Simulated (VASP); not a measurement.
# Pd (Im-3m) in VASP: single point with r2SCAN

Aim: the single point of Pd with r2SCAN.

Program: VASP 6.6.1. These are calculated values, not measurements. Logs are shortened: lines on timing, memory, paths and dates and some standing lists are left out, and cuts for length are marked.

## (1) The cell of the first run

It takes space group Im-3m (No. 229, cubic). The conventional cell has a = 3.145 Å, b = 3.145 Å, c = 3.145 Å, α = 90.00°, β = 90.00°, γ = 90.00°. Within 3.6 Å of Pd (site symmetry m-3m) lie 14 Pd at 2.72 to 3.14 Å.

This isn't the form of Pd at room conditions, which is fcc.

## (2) Single point, r2SCAN

POSCAR

```
Pd
1.0
   -1.5722810000      1.5722810000      1.5722810000
    1.5722810000     -1.5722810000      1.5722810000
    1.5722810000      1.5722810000     -1.5722810000
Pd
1
Direct
    0.0000000000      0.0000000000      0.0000000000
```

INCAR.step1

```
PREC = Accurate
ENCUT = 550
ISMEAR = 0
SIGMA = 0.05
LREAL = False
LASPH = True
NELM = 120
NBANDS = 11
GGA = PE
ALGO = Normal
EDIFF = 1E-5
LWAVE = True
LCHARG = False
GGA_COMPAT = False
```

INCAR.step2

```
PREC = Accurate
ENCUT = 550
EDIFF = 1E-6
ISMEAR = 0
SIGMA = 0.05
LREAL = False
LASPH = True
NELM = 120
ALGO = Normal
ISIF = 2
LWAVE = False
LCHARG = False
METAGGA = R2SCAN
LMIXTAU = True
NBANDS = 11
ISTART = 1
GGA_COMPAT = False
```

KPOINTS

```
Automatic mesh
0
Gamma
  11 11 11
```

Potentials or basis: VASP PAW PBE potentials, release 64 (Pd).

Command:

```sh
$ cat potpaw_PBE.64/Pd/POTCAR > POTCAR
$ cp INCAR.step1 INCAR
$ mpirun -np 1 vasp_std > vasp.out
$ cp INCAR.step2 INCAR
$ mpirun -np 1 vasp_std > vasp.out
```

OUTCAR:

```text
PREC = Accurate
   ENCUT = 550
   EDIFF = 1E-6
   ISMEAR = 0
   LREAL = False
   LASPH = True
   NELM = 120
   ISIF = 2
   METAGGA = R2SCAN
   ISTART = 1

 ion  position               nearest neighbor table
   1  0.000  0.000  0.000-

  LATTYP: Found a body centered cubic cell.
 ALAT       =     3.1445620000

  Lattice vectors:

 A1 = (  -1.5722810000,   1.5722810000,   1.5722810000)
 A2 = (   1.5722810000,  -1.5722810000,   1.5722810000)
 A3 = (   1.5722810000,   1.5722810000,  -1.5722810000)

Analysis of symmetry for initial positions (statically):
=====================================================================
 Subroutine PRICEL returns:
 Original cell was already a primitive cell.

 Routine SETGRP: Setting up the symmetry group for a
 body centered cubic supercell.

 Subroutine GETGRP returns: Found 48 space group operations
 (whereof 48 operations were pure point group operations)
 out of a pool of 48 trial point group operations.

The static configuration has the point symmetry O_h .

Analysis of symmetry for dynamics (positions and initial velocities):
=====================================================================
 Subroutine PRICEL returns:
 Original cell was already a primitive cell.

 Routine SETGRP: Setting up the symmetry group for a
 body centered cubic supercell.

 Subroutine GETGRP returns: Found 48 space group operations
 (whereof 48 operations were pure point group operations)
 out of a pool of 48 trial point group operations.

The dynamic configuration has the point symmetry O_h .

 Subroutine INISYM returns: Found 48 space group operations
 (whereof 48 operations are pure point group operations),
 and found     1 'primitive' translations

----------------------------------------------------------------------------------------

                                     Primitive cell

  volume of cell :      15.5471

  direct lattice vectors                    reciprocal lattice vectors
    -1.572281000  1.572281000  1.572281000     0.000000000  0.318009313  0.318009313
     1.572281000 -1.572281000  1.572281000     0.318009313  0.000000000  0.318009313
     1.572281000  1.572281000 -1.572281000     0.318009313  0.318009313  0.000000000

  length of vectors
     2.723270576  2.723270576  2.723270576     0.449733083  0.449733083  0.449733083

  position of ions in fractional coordinates (direct lattice)
     0.000000000  0.000000000  0.000000000

  ion indices of the primitive-cell ions
   primitive index   ion index
                 1           1

----------------------------------------------------------------------------------------

 KPOINTS: Automatic mesh

Automatic generation of k-mesh.
 Grid dimensions read from file:
 generate k-points for:   11   11   11

 Generating k-lattice:

  Cartesian coordinates                     Fractional coordinates (reciprocal lattice)
     0.000000000  0.028909938  0.028909938     0.090909091  0.000000000  0.000000000
     0.028909938  0.000000000  0.028909938     0.000000000  0.090909091  0.000000000
     0.028909938  0.028909938  0.000000000     0.000000000  0.000000000  0.090909091

  Length of vectors
     0.040884826  0.040884826  0.040884826

  Shift w.r.t. Gamma in fractional coordinates (k-lattice)
     0.000000000  0.000000000  0.000000000

 Subroutine IBZKPT returns following result:
 ===========================================

 Found     56 irreducible k-points:

 Following reciprocal coordinates:
            Coordinates               Weight
  0.000000  0.000000  0.000000      1.000000
  0.090909  0.000000  0.000000     12.000000
  0.181818  0.000000  0.000000     12.000000
  0.272727  0.000000  0.000000     12.000000
  0.363636  0.000000  0.000000     12.000000
  0.454545  0.000000  0.000000     12.000000
[... 16 lines left out ...]
  0.272727  0.181818  0.090909     48.000000
  0.363636  0.181818  0.090909     24.000000
 [... further k-points ...]
   k-points           NKPTS =     56   k-points in BZ     NKDIM =     56   number of bands    NBANDS=     11
   number of dos      NEDOS =    301   number of ions     NIONS =      1
   total plane-waves  NPLWV =  13824
   dimension x,y,z NGX =    24 NGY =   24 NGZ =   24
   dimension x,y,z NGXF=    48 NGYF=   48 NGZF=   48
   ions per type =               1
   NGX,Y,Z   is equivalent  to a cutoff of  14.65, 14.65, 14.65 a.u.
   NGXF,Y,Z  is equivalent  to a cutoff of  29.30, 29.30, 29.30 a.u.
 SYSTEM =  unknown system
   PREC   = accura    normal or accurate (medium, high low for compatibility)
   ISTART =      1    job   : 0-new  1-cont  2-samecut
   ICHARG =      0    charge: 1-file 2-atom 10-const
   ISPIN  =      1    spin polarized calculation?
   LNONCOLLINEAR =      F non collinear calculations
   LSORBIT =      F    spin-orbit coupling
   LASPH  =      T    aspherical Exc in radial PAW
   ENCUT  =  550.0 eV  40.42 Ry    6.36 a.u.   5.21  5.21  5.21*2*pi/ulx,y,z
   NELM   =    120;   NELMIN=  2; NELMDL=  0     # of ELM steps
   EDIFF  = 0.1E-05   stopping-criterion for ELM
   LREAL  =      F    real-space projection
   EDIFFG = 0.1E-04   stopping-criterion for IOM
   NSW    =      0    number of steps for IOM
   IBRION =     -1    ionic relax: 0-MD 1-quasi-New 2-CG
   NFREE  =      0    steps in history (QN), initial steepest desc. (CG)
   ISIF   =      2    stress and relaxation
   ISYM   =      2    0-nonsym 1-usesym 2-fastsym
   POTIM  = 0.5000    time-step for ionic-motion
   TEBEG  =    0.0;   TEEND  =   0.0 temperature during run
   PSTRESS=    0.0 pullay stress
   NELECT =      10.0000    total number of electrons
   NUPDOWN=      -1.0000    fix difference up-down
   EMIN   =  10.00;   EMAX   =-10.00  energy-range for DOS
   EFERMI =   0.00;   METHOD = LEGACY
   ISMEAR =     0;   SIGMA  =   0.05  broadening in eV -4-tet -1-fermi 0-gaus
   EFERMI_NEDOS =   21; number of points for ismear=-14 and -15
   IALGO  =     38    algorithm
   IMIX   =      4    mixing-type and parameters
     AMIX     =   0.40;   BMIX     =  1.00
     AMIX_MAG =   1.60;   BMIX_MAG =  1.00
  volume/ion in A,a.u.               =      15.55       104.92
  Fermi-wavevector in a.u.,A,eV,Ry     =   1.413160  2.670485 27.171123  1.997021
  Thomas-Fermi vector in A             =   2.534834
   LORBIT       =      0    0 simple, 1 ext, 2 COOP (PROOUT), +10 PAW based schemes
   METAGGA = R2SCAN    functional components
   LHFCALC =     F    Hartree Fock is set to
   AEXX    =    0.0000 exact exchange contribution
   IVDW    =     0    specifies the selected vdW correction
   LEPSILON=     F    determine dielectric tensor
   LRPA    =     F    only Hartree local field effects (RPA)
 non-spin polarized calculation
 Gauss-broadening in eV      SIGMA  =   0.05
  energy-cutoff  :      550.00
  volume of cell :       15.55
 maximum number of plane-waves:       470
 NGX is ok and might be reduce to    24
   NGX = 11   NGY = 11   NGZ = 11

 number of electron      10.0000002 magnetization

 Free energy of the ion-electron system (eV)
  ---------------------------------------------------
  ext. energy  EPLUGINS =         0.00000000
  ---------------------------------------------------
  free energy    TOTEN  =       -22.88981943 eV

  energy without entropy =      -22.88799567  energy(sigma->0) =      -22.88890755

 E-fermi :   8.7917     XC(G=0): -13.7217

 val. band max:        8.7278697071   @ k =  -0.3636   0.4545   0.2727
 cond. band min:       8.7942772986   @ k =   0.4545   0.0909  -0.0000
 fundamental gap:      0.0664075915
 Fermi energy:         8.7916936558

 k-point     1 :       0.0000    0.0000    0.0000
  band No.  band energies     occupation
      1       2.0051      2.00000
      2       5.9623      2.00000
      3       5.9623      2.00000
      4       5.9623      2.00000
      5       7.8125      2.00000
      6       7.8125      2.00000
      7      28.9809      0.00000
      8      28.9809      0.00000
      9      28.9809      0.00000
     10      31.5843      0.00000
     11      37.2004      0.00000

 k-point     2 :       0.0909    0.0000    0.0000
  band No.  band energies     occupation
      1       2.3157      2.00000
      2       5.8625      2.00000
      3       5.9680      2.00000
      4       6.1787      2.00000
      5       7.7027      2.00000
      6       7.8202      2.00000
      7      28.6598      0.00000
      8      28.9760      0.00000
      9      29.3311      0.00000
     10      31.5741      0.00000
     11      35.0129      0.00000

 k-point     3 :       0.1818    0.0000    0.0000
  band No.  band energies     occupation
      1       3.1320      2.00000
      2       5.6037      2.00000
      3       6.0078      2.00000
      4       6.7916      2.00000
      5       7.5322      2.00000
      6       7.8485      2.00000
      7      26.9239      0.00000
      8      28.3369      0.00000
      9      30.2750      0.00000
     10      31.5428      0.00000
     11      33.9773      0.00000

 k-point     4 :       0.2727    0.0000    0.0000
  band No.  band energies     occupation
      1       3.8736      2.00000
      2       5.2826      2.00000
      3       6.5356      2.00000
      4       7.5356      2.00000
      5       7.6833      2.00000
      6       7.9026      2.00000
      7      23.6306      0.00000
      8      26.8359      0.00000
      9      31.0182      0.00000
     10      31.5140      0.00000
     11      31.5332      0.00000
[... 239 lines left out ...]
 k-point    22 :       0.1818    0.1818    0.0909
  band No.  band energies     occupation
      1       4.7891      2.00000
      2       5.1833      2.00000
      3       5.6834      2.00000
      4       7.7564      2.00000
      5       7.9734      2.00000
      6      10.6402      0.00000
      7      22.1750      0.00000
      8      22.6759      0.00000
      9      24.7775      0.00000
     10      31.6255      0.00000
     11      33.0468      0.00000

 k-point    23 :       0.2727    0.1818    0.0909
  band No.  band energies     occupation
      1       4.6511      2.00000
      2       5.0559      2.00000
      3       6.3856      2.00000
      4       7.8544      2.00000
      5       8.0611      2.00000
      6      12.7453      0.00000
      7      18.9258      0.00000
      8      21.4689      0.00000
      9      23.9431      0.00000
     10      31.6229      0.00000
     11      34.2362      0.00000

 k-point    24 :       0.3636    0.1818    0.0909
  band No.  band energies     occupation
      1       4.5765      2.00000
      2       5.0025      2.00000
      3       6.7101      2.00000
      4       7.9138      2.00000
      5       8.0882      2.00000
      6      14.4470      0.00000
      7      16.7721      0.00000
      8      21.0588      0.00000
      9      23.6532      0.00000
     10      31.6220      0.00000
     11      34.7516      0.00000

 [... further k-points ...]

------------------------ aborting loop because EDIFF is reached ----------------------------------------

  FORCE on cell =-STRESS in cart. coord.  units (eV):
  Direction    XX          YY          ZZ          XY          YZ          ZX
  --------------------------------------------------------------------------------------
  -------------------------------------------------------------------------------------
  Total       -0.4685104     -0.4685104     -0.4685104     -0.0000000      0.0000000      0.0000000
  in kB      -48.2813439    -48.2813439    -48.2813439     -0.0000000      0.0000000      0.0000000
  external PRESSURE =     -48.2813439 kB  Pullay stress =       0.0000000 kB

 VOLUME and BASIS-vectors are now :
 -----------------------------------------------------------------------------
  energy-cutoff  :      550.00
  volume of cell :       15.55
      direct lattice vectors                 reciprocal lattice vectors
    -1.572281000  1.572281000  1.572281000     0.000000000  0.318009313  0.318009313
     1.572281000 -1.572281000  1.572281000     0.318009313  0.000000000  0.318009313
     1.572281000  1.572281000 -1.572281000     0.318009313  0.318009313  0.000000000

 POSITION                                       TOTAL-FORCE (eV/Angst)
 -----------------------------------------------------------------------------------
      0.00000      0.00000      0.00000         0.000000     -0.000000     -0.000000
 -----------------------------------------------------------------------------------
    total drift:                               -0.000000      0.000000      0.000000

  FREE ENERGIE OF THE ION-ELECTRON SYSTEM (eV)
  ---------------------------------------------------
  free  energy   TOTEN  =       -22.8898194317 eV

  energy  without entropy=      -22.8879956681  energy(sigma->0) =      -22.88890755
```

Wall time 30 s (1 thread of Intel Xeon Platinum 8488C (Sapphire Rapids), shared host); peak memory 0.15 GiB.

What came out:

```
Free energy            : -22.8898 eV
Pressure               : -4.8 GPa
Band gap on the k mesh : zero (bands 5 and 6 overlap by 1.55 eV)
```

Levels at points of the mesh, in eV from the Fermi level:
| k point | band 1 | band 2 | band 3 | band 4 | band 5 | band 6 | band 7 | band 8 | band 9 | band 10 |
| --- | --- | --- | --- | --- | --- | --- | --- | --- | --- | --- |
| (0.00, 0.00, 0.00) | -6.79 | -2.83 | -2.83 | -2.83 | -0.98 | -0.98 | 20.19 | 20.19 | 20.19 | 22.79 |

Caveat: the cell stands under tension; the PAW data sets were made with another functional, which shifts forces and pressure a little.
